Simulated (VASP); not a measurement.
Write the native input for VASP 6.6.1 that does the following.

* Task: single point
* Functional: PBE
* Potentials or basis: VASP PAW PBE potentials, release 64 (Nb_sv)
* Cutoff: 520 eV
* k mesh: 20 × 20 × 20
* Occupations: gaussian, width 0.15 eV
* Spin: no spin polarisation
* Dipole correction: no
* Further INCAR settings: ALGO = Normal; EDIFF = 1e-06; NBANDS = 12

The structure of Nb lies in POSCAR:

```
Nb
1.0
    0.0000000000      2.0092500000      2.0621250000
    2.0092500000      0.0000000000      2.0621250000
    2.0092500000      2.0092500000      0.0000000000
Nb
1
Direct
    0.0000000000      0.0000000000      0.0000000000
```

This cell differs from its parent crystal: strain -0.050 along x and y, -0.025 along z.

The input as run:

INCAR

```
SYSTEM = Nb
ALGO     = Normal         ! electronic algorithm
EDIFF    = 1E-6           ! SCF threshold, eV
ENCUT    = 520            ! plane-wave cutoff, eV
GGA      = PE             ! functional
ISIF     = 2              ! what is computed and relaxed
ISMEAR   = 0              ! smearing method
LASPH    = .TRUE.         ! aspherical terms in the spheres
LCHARG   = .TRUE.         ! write CHGCAR
LELF     = .TRUE.         ! ELF
LREAL    = .FALSE.        ! projectors in reciprocal space
LVHAR    = .TRUE.       
LWAVE    = .FALSE.        ! write WAVECAR
NBANDS   = 12             ! bands
NELM     = 60             ! most SCF steps
PREC     = Accurate       ! precision mode
SIGMA    = 0.15           ! smearing width, eV
```

KPOINTS

```
k-points
0
G
  20 20 20
  0 0 0
```

Potentials or basis: VASP PAW PBE potentials, release 64 (Nb_sv).

Run with:

```sh
$ cat potpaw_PBE.64/Nb_sv/POTCAR > POTCAR
$ mpirun -np 1 vasp_std > vasp.out
```

It gave:

| Item | Value |
| --- | --- |
| Pressure | 23.8 GPa |
| Band gap on the k mesh | zero (an odd number of electrons rules out a gap without spin polarisation) |

Caveat: the cell differs from its parent crystal (strain -0.050 along x and y, -0.025 along z); the cell stands under pressure.

It took 54 s on 1 thread of Intel(R) Xeon(R) 6975P-C (Granite Rapids) (shared host), peak memory 0.24 GiB.
